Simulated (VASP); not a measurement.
Runs of VASP 6.6.1 on V. The structure is that of space group Im-3m (No. 229), or close to it. The cells are those of the table. 

| task | cell | gap on the mesh (eV) | pressure (GPa) | moment (μB) |
| --- | --- | --- | --- | --- |
| electric field gradients | a = 2.567 Å, angles 109.5°, 1 atom | none | -1.1 | 0.00 |
| electric field gradients | a = 2.603 Å, angles 109.5°, 1 atom | none | -8.5 | 0.00 |
| single point | a = 2.655 Å, angles 109.5°, 1 atom | none | -17.1 | 0.00 |
| single point | a = 2.629 Å, angles 109.5°, 1 atom | none | (a) | 0.00 |
| electric field gradients | a = 2.568 Å, angles 110.3, 110.3, 107.8°, 1 atom | none | -1.1 | 0.00 |
| electric field gradients | a = 2.638 Å, angles 109.2, 109.2, 110.0°, 1 atom | none | -14.5 | 0.00 |
| single point | a = 2.603 Å, angles 109.5°, 1 atom | none | -8.5 | 0.00 |

Alike in all rows: level PBEsol; potentials or basis VASP PAW PBE potentials, release 64 (V_sv); spin collinear, ferromagnetic start; k mesh 19 × 19 × 19; cutoff (eV) 520; smearing fermi-dirac 0.03 eV.

Question: Estimate the missing entries.

Answer: (a) -13.1.

Caveats: the PAW data sets were made with another functional, which shifts forces and pressure a little.

A gap of «none» marks levels without a gap at the run's occupations.
